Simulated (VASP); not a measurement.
CaY: single point with LDA

Crystal: CaY.

```
CELL_PARAMETERS angstrom
3.53710 0.00000 0.00000
-1.32784 3.27840 0.00000
-0.01688 -0.02505 6.17613
ATOMIC_POSITIONS crystal
Ca 0.00000 0.00000 0.00000
Y 0.50000 0.50000 0.50000
```

| Item | Value |
| --- | --- |
| Program | VASP 6.6.1 |
| Task | single point |
| Functional | LDA |
| Potentials or basis | VASP PAW LDA potentials, release 64 (Ca_sv, Y_sv) |
| Cutoff | 520 eV |
| k mesh | 8 × 8 × 5 |
| Occupations | fermi-dirac, width 0.1 eV |
| Spin | no spin polarisation |

```yaml
Pressure: -2.5 GPa
```

Stress tensor (GPa, compression positive):
```
-2.35 -0.16  0.05
-0.16 -2.47  0.07
 0.05  0.07 -2.77
```

Levels at points of the mesh, in eV from the Fermi level:
```tsv
k point	band 6	band 7	band 8	band 9	band 10	band 11	band 12	band 13	band 14	band 15
(0.00, 0.00, 0.00)	-22.29	-22.27	-22.23	-4.47	-1.67	0.07	0.75	1.69	2.26	2.36
(0.50, 0.00, 0.00)	-22.49	-22.29	-22.27	-1.49	-0.78	-0.31	0.15	0.67	1.21	3.04
(0.50, 0.50, 0.00)	-22.50	-22.37	-22.26	-1.54	-0.83	-0.59	0.48	1.15	2.94	3.61
```

Run time: 66 s on 1 thread of AMD EPYC 9R45 (Zen 5), on a shared host, peak memory 0.24 GiB.
